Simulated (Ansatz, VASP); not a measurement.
**Al: VASP beside Ansatz**

```
Al
1.0
     0.00000    1.99178    1.99178
     1.99178    0.00000    1.99178
     1.99178    1.99178    0.00000
Al
1
Direct
  0.00000 0.00000 0.00000
```

Alike in both runs: functional LDA; k mesh 18 × 18 × 18; occupations gaussian, width 0.1 eV; no spin polarisation.

Ansatz relaxed the structure, and its values are those at the end. VASP's run is a single point on that final structure, the one shown.

```csv
,VASP,Ansatz
version,VASP 6.6.1,Ansatz 0.2.0
potentials or method,"VASP PAW LDA potentials, release 64 (Al), cutoff 500 eV","scalar-relativistic, plane waves, PAW"
valence electrons in the cell,3,3
```

Ansatz gave:

* gap on the k mesh at the Fermi level (eV): none
* pressure (GPa): 0.0

Q: What did VASP give for the same quantities?

A: gap on the k mesh at the Fermi level (eV): none; pressure (GPa): 0.1.

Ansatz warns that its potentials were made for another functional, while VASP's fit it. LDA's correlation is that of Perdew and Zunger in VASP and of Perdew and Wang (1992) in Ansatz. A gap of «none» marks a metal or a gap that the smearing closes.
